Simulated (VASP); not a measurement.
A run of VASP 6.6.1 is set up as follows.

INCAR

```
PREC = Accurate ; ENCUT = 520
EDIFF = 1E-7 ; ISMEAR = -1
SIGMA = 0.06122561905347299 ; LREAL = F
LASPH = T ; NELM = 100
ALGO = Normal ; ISIF = 2
LWAVE = F ; LCHARG = F
GGA = PE ; NBANDS = 10
```

Contents of KPOINTS:

```
regular mesh
0
Gamma
  55 55 55
```

POSCAR

```
Fe
1.0
   -1.3704831148      1.3704831148      1.3704831148
    1.3704831148     -1.3704831148      1.3704831148
    1.3704831148      1.3704831148     -1.3704831148
Fe
1
Direct
    0.0000000000      0.0000000000      0.0000000000
```

Potentials or basis: VASP PAW PBE potentials, release 64 (Fe).

Run with:

```console
$ cat potpaw_PBE.64/Fe/POTCAR > POTCAR
$ mpirun -np 1 vasp_std > vasp.out
```

Estimate the pressure.

5.0 GPa.

Estimate the band gap on the k mesh.

zero (band 4 reaches 8.00 eV, above the bottom of band 5 at 5.78 eV).

Caveat: the run has no spin polarisation, though such a crystal can be magnetic. Spin polarisation is off, so any magnetic state and its effect on volume and gap are missing.
